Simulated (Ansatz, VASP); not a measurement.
HfB2: VASP beside Ansatz

```
Hf B
1.0
     3.14000    0.00000    0.00000
    -1.57000    2.71932    0.00000
     0.00000    0.00000    3.58440
Hf B
1 2
Direct
  0.00000 0.00000 0.00000
  0.33333 0.66667 0.50000
  0.66667 0.33333 0.50000
```

Change from the starting cell: zz strain of +3 %.

Alike in both runs: task single point; functional PBEsol; k mesh 13 × 13 × 11; occupations fermi-dirac, width 0.05 eV; no spin polarisation.

|  | VASP | Ansatz |
| --- | --- | --- |
| version | VASP 6.6.1 | Ansatz 0.2.0 |
| potentials or method | VASP PAW PBE potentials, release 64 (Hf_pv, B), cutoff 520 eV | all-electron LAPW, scalar-relativistic |

VASP gave:

| Item | Value |
| --- | --- |
| pressure (GPa) | -10.7 |
| traceless stress, the component that is largest in VASP (GPa) | -6.82 |

Task: What did Ansatz give for the same quantities?

Result: Pressure (GPa): -10.4; traceless stress, the component that is largest in VASP (GPa): -6.85.

VASP's potentials were made for PBE, not for PBEsol. Ansatz ran all-electron here, and VASP with PAW potentials.

Neither program's run includes spin-orbit coupling.
